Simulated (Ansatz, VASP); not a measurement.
# One calculation of Lu, two programs

```
Lu
1.0
     3.52630    0.00000    0.00000
    -1.76315    3.05387    0.00000
     0.00000    0.00000    5.58766
Lu
2
Cartesian
  1.7632 1.0180 4.1907
  0.0000 2.0359 1.3969
```

Alike in both runs: task single point; functional r2SCAN; k mesh 9 × 9 × 5; occupations fermi-dirac, width 0.05 eV; no spin polarisation.

|  | VASP | Ansatz |
| --- | --- | --- |
| version | VASP 6.6.1 | Ansatz 0.2.0 |
| potentials or method | VASP PAW PBE potentials, release 64 (Lu) | Ansatz PAW |
| plane-wave cutoff (eV) | 520 | 500 |
| valence electrons in the cell | 50 | 50 |

|  | VASP | Ansatz | Ansatz less VASP |
| --- | --- | --- | --- |
| gap on the k mesh at the Fermi level (eV) | none | none | - |
| pressure (GPa) | -1.3 | -1.5 | -0.20 |
| traceless stress, the component that is largest in VASP (GPa) | -0.68 | -0.62 | +0.064 |

VASP's potentials were made for PBE, not for r2SCAN. A gap of «none» marks a metal or a gap that the smearing closes. With one functional, cell and mesh, what is left measures potentials, basis and numerics.

Neither program's run includes spin-orbit coupling.
